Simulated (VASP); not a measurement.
# Co: single point with PBE

Crystal: Co.

```
Co
1.0
     2.49371    0.00000    0.00000
    -1.24686    2.15962    0.00000
     0.00000    0.00000    8.06018
Co
4
Cartesian
  0.0000 1.4397 1.0075
  1.2469 0.7199 3.0226
  0.0000 1.4397 5.0376
  1.2469 0.7199 7.0527
```

```yaml
Program: VASP 6.6.1
Task: single point
Functional: PBE
Potentials_or_basis: VASP PAW PBE potentials, release 64 (Co)
Cutoff: 520 eV
k_mesh: 16 × 16 × 4
Occupations: gaussian, width 0.05 eV
Spin: collinear spin, antiferromagnetic start
Starting_moments: "[1.5, 1.5, -1.5, -1.5] μB"
Dipole_correction: no
Further_INCAR_settings: ALGO = Normal; EDIFF = 1e-06; NBANDS = 30
```

```yaml
Pressure: -1.8 GPa
Largest_force: 0.708 eV/Å
Band_gap_on_the_k_mesh: zero (filled and empty bands overlap)
Net_moment: 0.00 μB per cell
Site_moments: Co +1.48, -1.48 (each value once) μB
Valence_electrons_inside_the_program's_atomic_spheres: Co 8.27
```

Forces on the atoms (eV/Å):
```
Co   0.000  0.000  0.708
Co   0.000  0.000 -0.708
Co   0.000  0.000  0.708
Co   0.000  0.000 -0.708
```

Stress tensor (GPa, compression positive):
```
-1.74  0.00  0.00
 0.00 -1.74  0.00
 0.00  0.00 -2.01
```

Levels at points of the mesh, in eV from the Fermi level:
Spin up:
```tsv
k point	band 15	band 16	band 17	band 18	band 19	band 20	band 21	band 22
(0.00, 0.00, 0.00)	-1.39	-0.89	-0.89	-0.70	-0.70	-0.16	0.18	0.18
(0.50, 0.00, 0.00)	-0.51	-0.42	-0.25	0.65	1.07	1.14	1.58	1.77
(0.00, 0.00, 0.50)	-1.27	-1.27	-0.90	-0.90	-0.79	-0.79	0.19	0.19
(0.50, 0.00, 0.50)	-0.39	-0.30	-0.16	0.54	0.96	1.07	1.14	1.50
```
Spin down:
| k point | band 14 | band 15 | band 16 | band 17 | band 18 | band 19 | band 20 | band 21 | band 22 | band 23 |
| --- | --- | --- | --- | --- | --- | --- | --- | --- | --- | --- |
| (0.00, 0.00, 0.00) | -1.39 | -1.39 | -0.89 | -0.89 | -0.70 | -0.70 | -0.16 | 0.18 | 0.18 | 0.65 |
| (0.50, 0.00, 0.00) | -0.53 | -0.51 | -0.42 | -0.25 | 0.65 | 1.07 | 1.14 | 1.58 | 1.77 | 2.09 |
| (0.00, 0.00, 0.50) | -1.29 | -1.27 | -1.27 | -0.90 | -0.90 | -0.79 | -0.79 | 0.19 | 0.19 | 0.66 |
| (0.50, 0.00, 0.50) | -0.51 | -0.39 | -0.30 | -0.16 | 0.54 | 0.96 | 1.07 | 1.14 | 1.50 | 3.08 |

Run time: 2 min on 1 thread of Intel(R) Xeon(R) 6975P-C (Granite Rapids), on a shared host, peak memory 0.31 GiB.

Caveat: the antiferromagnetic order is the one typed at the start, and another may lie lower.
